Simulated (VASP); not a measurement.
# Zr (Fm-3m) in VASP: further runs

Zr is run at these levels: PBE, PBEsol; tasks: single point, relaxation of cell and atoms.

All numbers are computed with VASP 6.6.1; they aren't measurements. Logs are shortened: lines on timing, memory, paths and dates and some standing lists are left out, and cuts for length are marked.

### 1 The cell of the first run

The structure is cubic, space group Fm-3m (No. 225). The conventional cell has a = 4.598 Å, b = 4.598 Å, c = 4.598 Å, α = 90.00°, β = 90.00°, γ = 90.00°. Zr (site symmetry m-3m) has 12 Zr at 3.25 Å within 4.3 Å.

### 2 Single point, PBE (volume scaled by 1.06)

The input, INCAR:

```
PREC = Accurate ; ENCUT = 520
EDIFF = 1E-6 ; ISMEAR = -1
SIGMA = 0.05 ; LREAL = False
LASPH = True ; NELM = 60
ALGO = Normal ; ISIF = 2
LWAVE = False ; LCHARG = True
GGA = PE ; LELF = True
LVHAR = True ; NBANDS = 12
```

The input, KPOINTS:

```
regular mesh
0
Gamma
  10 10 10
```

The input, POSCAR:

```
Zr
1.0
    0.0000000000      2.2992269146      2.2992269146
    2.2992269146      0.0000000000      2.2992269146
    2.2992269146      2.2992269146      0.0000000000
Zr
1
Direct
    0.0000000000      0.0000000000      0.0000000000
```

Potentials or basis: VASP PAW PBE potentials, release 64 (Zr_sv).

Command:

```sh
$ cat potpaw_PBE.64/Zr_sv/POTCAR > POTCAR
$ mpirun -np 1 vasp_std > vasp.out
```

OUTCAR:

```text
PREC = Accurate
   ENCUT = 520
   EDIFF = 1E-6
   ISMEAR = -1
   LREAL = False
   LASPH = True
   NELM = 60
   ISIF = 2
   GGA = PE

 ion  position               nearest neighbor table
   1  0.000  0.000  0.000-

  LATTYP: Found a face centered cubic cell.
 ALAT       =     4.5984538292

  Lattice vectors:

 A1 = (   0.0000000000,   2.2992269146,   2.2992269146)
 A2 = (   2.2992269146,   0.0000000000,   2.2992269146)
 A3 = (   2.2992269146,   2.2992269146,   0.0000000000)

Analysis of symmetry for initial positions (statically):
=====================================================================
 Subroutine PRICEL returns:
 Original cell was already a primitive cell.

 Routine SETGRP: Setting up the symmetry group for a
 face centered cubic supercell.

 Subroutine GETGRP returns: Found 48 space group operations
[... 9 lines left out ...]

 Routine SETGRP: Setting up the symmetry group for a
 face centered cubic supercell.

 Subroutine GETGRP returns: Found 48 space group operations
[... 11 lines left out ...]
                                     Primitive cell

  volume of cell :      24.3095

  direct lattice vectors                    reciprocal lattice vectors
     0.000000000  2.299226915  2.299226915    -0.217464399  0.217464399  0.217464399
     2.299226915  0.000000000  2.299226915     0.217464399 -0.217464399  0.217464399
     2.299226915  2.299226915  0.000000000     0.217464399  0.217464399 -0.217464399

  length of vectors
     3.251597886  3.251597886  3.251597886     0.376659389  0.376659389  0.376659389

  position of ions in fractional coordinates (direct lattice)
     0.000000000  0.000000000  0.000000000

  ion indices of the primitive-cell ions
   primitive index   ion index
                 1           1

----------------------------------------------------------------------------------------

 KPOINTS: regular mesh

Automatic generation of k-mesh.
 Grid dimensions read from file:
 generate k-points for:   10   10   10

 Generating k-lattice:

  Cartesian coordinates                     Fractional coordinates (reciprocal lattice)
    -0.021746440  0.021746440  0.021746440     0.100000000  0.000000000  0.000000000
     0.021746440 -0.021746440  0.021746440     0.000000000  0.100000000  0.000000000
     0.021746440  0.021746440 -0.021746440     0.000000000  0.000000000  0.100000000

  Length of vectors
     0.037665939  0.037665939  0.037665939

  Shift w.r.t. Gamma in fractional coordinates (k-lattice)
     0.000000000  0.000000000  0.000000000

 Subroutine IBZKPT returns following result:
 ===========================================

 Found     47 irreducible k-points:

 Following reciprocal coordinates:
            Coordinates               Weight
  0.000000  0.000000  0.000000      1.000000
  0.100000  0.000000  0.000000      8.000000
  0.200000  0.000000  0.000000      8.000000
  0.300000  0.000000  0.000000      8.000000
  0.400000  0.000000  0.000000      8.000000
  0.500000  0.000000  0.000000      4.000000
[... 16 lines left out ...]
  0.300000  0.300000  0.000000      6.000000
  0.400000  0.300000  0.000000     24.000000
 [... further k-points ...]
   k-points           NKPTS =     47   k-points in BZ     NKDIM =     47   number of bands    NBANDS=     12
   number of dos      NEDOS =    301   number of ions     NIONS =      1
   total plane-waves  NPLWV =  13824
   dimension x,y,z NGX =    24 NGY =   24 NGZ =   24
   dimension x,y,z NGXF=    48 NGYF=   48 NGZF=   48
   ions per type =               1
   NGX,Y,Z   is equivalent  to a cutoff of  12.27, 12.27, 12.27 a.u.
   NGXF,Y,Z  is equivalent  to a cutoff of  24.54, 24.54, 24.54 a.u.
 SYSTEM =  unknown system
   PREC   = accura    normal or accurate (medium, high low for compatibility)
   ISTART =      0    job   : 0-new  1-cont  2-samecut
   ICHARG =      2    charge: 1-file 2-atom 10-const
   ISPIN  =      1    spin polarized calculation?
   LNONCOLLINEAR =      F non collinear calculations
   LSORBIT =      F    spin-orbit coupling
   LASPH  =      T    aspherical Exc in radial PAW
   ENCUT  =  520.0 eV  38.22 Ry    6.18 a.u.   6.05  6.05  6.05*2*pi/ulx,y,z
   NELM   =     60;   NELMIN=  2; NELMDL= -5     # of ELM steps
   EDIFF  = 0.1E-05   stopping-criterion for ELM
   LREAL  =      F    real-space projection
   EDIFFG = 0.1E-04   stopping-criterion for IOM
   NSW    =      0    number of steps for IOM
   IBRION =     -1    ionic relax: 0-MD 1-quasi-New 2-CG
   NFREE  =      0    steps in history (QN), initial steepest desc. (CG)
   ISIF   =      2    stress and relaxation
   ISYM   =      2    0-nonsym 1-usesym 2-fastsym
   POTIM  = 0.5000    time-step for ionic-motion
   TEBEG  =    0.0;   TEEND  =   0.0 temperature during run
   PSTRESS=    0.0 pullay stress
   NELECT =      12.0000    total number of electrons
   NUPDOWN=      -1.0000    fix difference up-down
   EMIN   =  10.00;   EMAX   =-10.00  energy-range for DOS
[... 5 lines left out ...]
     AMIX     =   0.40;   BMIX     =  1.00
     AMIX_MAG =   1.60;   BMIX_MAG =  1.00
  volume/ion in A,a.u.               =      24.31       164.05
  Fermi-wavevector in a.u.,A,eV,Ry     =   1.293829  2.444982 22.776050  1.673992
  Thomas-Fermi vector in A             =   2.425450
   LORBIT       =      0    0 simple, 1 ext, 2 COOP (PROOUT), +10 PAW based schemes
   GGA     = PE    functional components
   LHFCALC =     F    Hartree Fock is set to
   AEXX    =    0.0000 exact exchange contribution
   IVDW    =     0    specifies the selected vdW correction
   LEPSILON=     F    determine dielectric tensor
   LRPA    =     F    only Hartree local field effects (RPA)
 non-spin polarized calculation
  energy-cutoff  :      520.00
  volume of cell :       24.31
 maximum number of plane-waves:       666
   NGX = 13   NGY = 13   NGZ = 13

 number of electron      12.0000000 magnetization

 Free energy of the ion-electron system (eV)
  ---------------------------------------------------
  ext. energy  EPLUGINS =         0.00000000
  ---------------------------------------------------
  free energy    TOTEN  =        -8.47522345 eV

  energy without entropy =       -8.46342543  energy(sigma->0) =       -8.46932444

 E-fermi :   8.4021     XC(G=0): -10.8885

 val. band max:        8.3535756446   @ k =   0.4000   0.1000   0.0000
 cond. band min:       8.4137851850   @ k =   0.3000   0.0000   0.0000
 fundamental gap:      0.0602095404
 Fermi energy:         8.4021364650

 k-point     1 :       0.0000    0.0000    0.0000
  band No.  band energies     occupation
      1     -40.3848      2.00000
      2     -17.9563      2.00000
      3     -17.9563      2.00000
      4     -17.9563      2.00000
      5       2.9422      2.00000
      6       9.3769      0.00000
      7       9.3769      0.00000
      8       9.3769      0.00000
      9      11.6525      0.00000
     10      11.6525      0.00000
     11      18.8215      0.00000
     12      22.8304      0.00000

 k-point     2 :       0.1000    0.0000    0.0000
  band No.  band energies     occupation
      1     -40.3738      2.00000
      2     -18.0402      2.00000
      3     -17.9668      2.00000
      4     -17.9668      2.00000
      5       3.2445      2.00000
      6       9.1133      0.00000
      7       9.5120      0.00000
      8       9.5120      0.00000
      9      11.5288      0.00000
     10      11.5288      0.00000
     11      19.4438      0.00000
     12      21.6820      0.00000

 k-point     3 :       0.2000    0.0000    0.0000
  band No.  band energies     occupation
      1     -40.3448      2.00000
      2     -18.2551      2.00000
      3     -17.9943      2.00000
      4     -17.9943      2.00000
      5       4.0485      2.00000
      6       8.6075      0.03235
      7       9.7115      0.00000
      8       9.7115      0.00000
      9      11.4758      0.00000
     10      11.4758      0.00000
     11      19.7661      0.00000
     12      21.1704      0.00000

 k-point     4 :       0.3000    0.0000    0.0000
  band No.  band energies     occupation
      1     -40.3087      2.00000
      2     -18.5119      2.00000
      3     -18.0279      2.00000
      4     -18.0279      2.00000
      5       4.9850      2.00000
      6       8.4138      0.88404
      7       9.5789      0.00000
      8       9.5789      0.00000
      9      12.0326      0.00000
     10      12.0326      0.00000
     11      18.5464      0.00000
     12      21.3127      0.00000

 k-point     5 :       0.4000    0.0000    0.0000
  band No.  band energies     occupation
      1     -40.2793      2.00000
      2     -18.7132      2.00000
      3     -18.0549      2.00000
      4     -18.0549      2.00000
      5       5.4900      2.00000
      6       8.9129      0.00007
      7       9.3223      0.00000
      8       9.3223      0.00000
      9      12.8920      0.00000
     10      12.8920      0.00000
     11      17.7245      0.00000
     12      19.4996      0.00000
[... 228 lines left out ...]
      1     -40.2684      2.00000
      2     -18.5939      2.00000
      3     -18.2673      2.00000
      4     -18.0660      2.00000
      5       6.3535      2.00000
      6       8.1126      1.99390
      7       8.4357      0.67642
      8      10.1499      0.00000
      9      11.6728      0.00000
     10      14.3576      0.00000
     11      18.5810      0.00000
     12      21.0784      0.00000

 k-point    22 :      -0.2000    0.2000    0.0000
  band No.  band energies     occupation
      1     -40.2963      2.00000
      2     -18.4704      2.00000
      3     -18.1884      2.00000
      4     -18.0236      2.00000
      5       5.5498      2.00000
      6       8.0344      1.99872
      7       8.9980      0.00001
      8      10.3935      0.00000
      9      10.7159      0.00000
     10      13.3700      0.00000
     11      19.8241      0.00000
     12      22.2474      0.00000

 k-point    23 :       0.3000    0.3000    0.0000
  band No.  band energies     occupation
      1     -40.2837      2.00000
      2     -18.4839      2.00000
      3     -18.1518      2.00000
      4     -18.1518      2.00000
      5       5.5054      2.00000
      6       7.1716      2.00000
      7       9.4632      0.00000
      8      11.4640      0.00000
      9      11.4640      0.00000
     10      12.6710      0.00000
     11      21.5663      0.00000
     12      21.5663      0.00000

 k-point    24 :       0.4000    0.3000    0.0000
  band No.  band energies     occupation
      1     -40.2605      2.00000
      2     -18.5913      2.00000
      3     -18.2119      2.00000
      4     -18.1847      2.00000
      5       5.8856      2.00000
      6       6.9477      2.00000
      7       9.3852      0.00000
      8      11.6712      0.00000
      9      12.6083      0.00000
     10      13.2166      0.00000
     11      19.4812      0.00000
     12      20.6052      0.00000

 [... further k-points ...]
[... 5 lines left out ...]
  --------------------------------------------------------------------------------------
  -------------------------------------------------------------------------------------
  Total       -0.5719661     -0.5719661     -0.5719661      0.0000000      0.0000000      0.0000000
  in kB      -37.6968770    -37.6968770    -37.6968770      0.0000000      0.0000000      0.0000000
  external PRESSURE =     -37.6968770 kB  Pullay stress =       0.0000000 kB

 VOLUME and BASIS-vectors are now :
 -----------------------------------------------------------------------------
  energy-cutoff  :      520.00
  volume of cell :       24.31
      direct lattice vectors                 reciprocal lattice vectors
     0.000000000  2.299226915  2.299226915    -0.217464399  0.217464399  0.217464399
     2.299226915  0.000000000  2.299226915     0.217464399 -0.217464399  0.217464399
     2.299226915  2.299226915  0.000000000     0.217464399  0.217464399 -0.217464399

 POSITION                                       TOTAL-FORCE (eV/Angst)
 -----------------------------------------------------------------------------------
      0.00000      0.00000      0.00000         0.000000     -0.000000     -0.000000
 -----------------------------------------------------------------------------------
    total drift:                                0.000000      0.000000      0.000000

  FREE ENERGIE OF THE ION-ELECTRON SYSTEM (eV)
  ---------------------------------------------------
  free  energy   TOTEN  =        -8.4752234455 eV

  energy  without entropy=       -8.4634254254  energy(sigma->0) =       -8.46932444
```

Run time: 7.3 s. Hardware: 1 thread of Intel Xeon Platinum 8259CL at 2.50GHz (Skylake/Cascade Lake), shared host; peak memory 0.14 GiB.

Results:

```yaml
Free_energy: -8.4752 eV
Pressure: -3.8 GPa
Band_gap_on_the_k_mesh: zero (band 6 reaches 9.38 eV, above the bottom of band 7 at 8.16 eV)
```

Levels at points of the mesh, in eV from the Fermi level:
```tsv
k point	band 2	band 3	band 4	band 5	band 6	band 7	band 8	band 9	band 10	band 11
(0.00, 0.00, 0.00)	-26.36	-26.36	-26.36	-5.46	0.97	0.97	0.97	3.25	3.25	10.42
(0.50, 0.00, 0.00)	-27.19	-26.47	-26.47	-2.82	0.81	0.81	0.96	4.92	4.92	9.01
(0.50, 0.50, 0.00)	-27.14	-26.65	-26.65	-2.80	-2.02	2.77	4.93	5.39	5.39	9.47
```

Caveat: the cell differs from its parent crystal (volume scaled by 1.06).

### 3 Single point, PBEsol, collinear spin, ferromagnetic start

This run uses another cell than the first one, of 22.27 Å³/atom, 0.916 times its volume.

The input, INCAR:

```
SYSTEM = Zr
  PREC = Accurate
  ENCUT = 520
  EDIFF = 1E-6
  ISMEAR = 0
  SIGMA = 0.1
  LREAL = .False.
  LASPH = .True.
  NELM = 150
  ALGO = Normal
  ISIF = 2
  LWAVE = .False.
  LCHARG = .False.
  ISPIN = 2
  MAGMOM = -0.45
  LORBIT = 11
  LMAXMIX = 4
  GGA = PS
  NBANDS = 16
```

The input, KPOINTS:

```
regular mesh
0
Gamma
  10 10 10
  0 0 0
```

The input, POSCAR:

```
Zr
1.0
    0.0000000000      2.2331123591      2.2331123591
    2.2331123591      0.0000000000      2.2331123591
    2.2331123591      2.2331123591      0.0000000000
Zr
1
Direct
    0.0000000000      0.0000000000      0.0000000000
```

Potentials or basis: VASP PAW PBE potentials, release 64 (Zr_sv).

Command:

```sh
$ cat potpaw_PBE.64/Zr_sv/POTCAR > POTCAR
$ mpirun -np 1 vasp_std > vasp.out
```

Wall time 42 s (1 thread of AMD EPYC 7R43 (Zen 3), shared host); peak memory 0.12 GiB.

It converged, with:

```
Free energy                                           : -9.0516 eV
Pressure                                              : 0.0 GPa
Band gap on the k mesh                                : zero (filled and empty bands overlap)
Net moment                                            : 0.00 μB per cell
Valence electrons inside the program's atomic spheres : Zr 9.88
```

Levels at points of the mesh, in eV from the Fermi level:
Spin up:
| k point | band 2 | band 3 | band 4 | band 5 | band 6 | band 7 | band 8 | band 9 | band 10 | band 11 |
| --- | --- | --- | --- | --- | --- | --- | --- | --- | --- | --- |
| (0.00, 0.00, 0.00) | -25.99 | -25.99 | -25.99 | -5.63 | 0.99 | 0.99 | 0.99 | 3.55 | 3.55 | 10.61 |
| (0.50, 0.00, 0.00) | -27.10 | -26.13 | -26.13 | -3.06 | 0.79 | 0.79 | 1.29 | 5.47 | 5.47 | 10.10 |
| (0.50, 0.50, 0.00) | -27.03 | -26.38 | -26.38 | -3.16 | -2.33 | 3.26 | 5.47 | 6.02 | 6.02 | 10.11 |
Spin down:
```
           k point  band 2  band 3  band 4  band 5  band 6  band 7  band 8  band 9  band 10  band 11
(0.00, 0.00, 0.00)  -25.99  -25.99  -25.99   -5.63    0.99    0.99    0.99    3.55     3.55    10.61
(0.50, 0.00, 0.00)  -27.10  -26.13  -26.13   -3.06    0.79    0.79    1.29    5.47     5.47    10.10
(0.50, 0.50, 0.00)  -27.03  -26.38  -26.38   -3.16   -2.33    3.26    5.47    6.02     6.02    10.11
```

Caveat: the PAW data sets were made with another functional, which shifts forces and pressure a little.

### 4 Relaxation of cell and atoms, PBEsol, collinear spin, ferromagnetic start

This run uses another cell than the first one, of 22.93 Å³/atom, 0.943 times its volume.

The input, INCAR:

```
ALGO     = Normal         # electronic algorithm
EDIFF    = 1E-6           # SCF threshold, eV
EDIFFG   = -0.005         # ionic threshold
ENCUT    = 600            # plane-wave cutoff, eV
GGA      = PS             # functional
IBRION   = 2              # ionic algorithm
ISIF     = 3              # what is computed and relaxed
ISMEAR   = 0              # smearing method
ISPIN    = 2              # spin polarisation
LASPH    = True           # aspherical terms in the spheres
LCHARG   = False          # write CHGCAR
LMAXMIX  = 4              # l up to which the mixer works
LORBIT   = 11             # projections on sites
LREAL    = False          # projectors in reciprocal space
LWAVE    = False          # write WAVECAR
MAGMOM   = -0.45          # initial moments
NELM     = 150            # most SCF steps
NSW      = 80             # ionic steps
PREC     = Accurate       # precision mode
SIGMA    = 0.1            # smearing width, eV
```

The input, KPOINTS:

```
k-points
0
Gamma
  10 10 10
```

The input, POSCAR:

```
Zr
1.0
    0.0000000000      2.2550000000      2.2550000000
    2.2550000000      0.0000000000      2.2550000000
    2.2550000000      2.2550000000      0.0000000000
Zr
1
Direct
    0.0000000000      0.0000000000      0.0000000000
```

Command:

```sh
$ cat potpaw_PBE.64/Zr_sv/POTCAR > POTCAR
$ mpirun -np 1 vasp_std > vasp.out
```

It took 1.7 min on 1 thread of AMD EPYC 7R43 (Zen 3), shared host; peak memory 0.15 GiB.

It converged, with:

| Property | Result |
| --- | --- |
| Free energy | -9.0521 eV |
| Relaxed volume | 22.29 Å³/atom |
| Relaxed cell | a = 3.159 Å, b = 3.159 Å, c = 3.159 Å, α = 60.00°, β = 60.00°, γ = 60.00° |
| Space group after relaxing (to 0.05 Å) | Fm-3m (No. 225) |
| Energy gained by relaxing | 5.3 meV/atom |
| Ionic steps | 3 |
| Pressure after relaxing | 0.0 GPa |
| Band gap on the k mesh | zero (filled and empty bands overlap) |
| Net moment | 0.00 μB per cell |
| Valence electrons inside the program's atomic spheres | Zr 9.88 |

The path:
| step | energy change (eV) | largest force (eV/Å) | pressure (GPa) | volume (Å³) |
| --- | --- | --- | --- | --- |
| 1 | 0.0000 | 0.0000 | -2.58 | 22.93 |
| 2 | -0.0011 | 0.0000 | 2.47 | 21.73 |
| 3 | -0.0053 | 0.0000 | 0.01 | 22.29 |

Final structure:
```
CELL_PARAMETERS angstrom
0.00000 2.23367 2.23367
2.23367 0.00000 2.23367
2.23367 2.23367 0.00000
ATOMIC_POSITIONS crystal
Zr 0.00000 0.00000 0.00000
```

Levels at points of the mesh, in eV from the Fermi level:
Spin up:
```tsv
k point	band 3	band 4	band 5	band 6	band 7	band 8	band 9	band 10
(0.00, 0.00, 0.00)	-25.99	-25.99	-5.63	0.99	0.99	0.99	3.55	3.55
(0.50, 0.00, 0.00)	-26.13	-26.13	-3.05	0.79	0.79	1.29	5.46	5.46
(0.50, 0.50, 0.00)	-26.38	-26.38	-3.15	-2.33	3.25	5.46	6.02	6.02
```
Spin down:
```csv
k point,band 3,band 4,band 5,band 6,band 7,band 8,band 9,band 10
"(0.00, 0.00, 0.00)",-25.99,-25.99,-5.63,0.99,0.99,0.99,3.55,3.55
"(0.50, 0.00, 0.00)",-26.13,-26.13,-3.05,0.79,0.79,1.29,5.46,5.46
"(0.50, 0.50, 0.00)",-26.38,-26.38,-3.15,-2.33,3.25,5.46,6.02,6.02
```

Caveat: the PAW data sets were made with another functional, which shifts forces and pressure a little.

### 5 The runs side by side

| task | level | spin | cell | cutoff (eV) | smearing | gap on the mesh (eV) | pressure (GPa) | moment (μB) |
| --- | --- | --- | --- | --- | --- | --- | --- | --- |
| single point | PBE | off | a = 3.252 Å, angles 60.0°, 1 atom | 520 | fermi-dirac 0.05 eV | none | -3.8 | - |
| single point | PBEsol | collinear, ferromagnetic start | a = 3.158 Å, angles 60.0°, 1 atom | 520 | gaussian 0.1 eV | none | 0.0 | 0.00 |
| relaxation of cell and atoms | PBEsol | collinear, ferromagnetic start | relaxed from a = 3.189 Å, angles 60.0°, 1 atom | 600 | gaussian 0.1 eV | none | 0.0 | 0.00 |

Alike in all rows: potentials or basis VASP PAW PBE potentials, release 64 (Zr_sv); k mesh 10 × 10 × 10.

Caveats: the PAW data sets were made with another functional, which shifts forces and pressure a little (some runs).

Absolute energies hang on the potentials; compare differences alone.
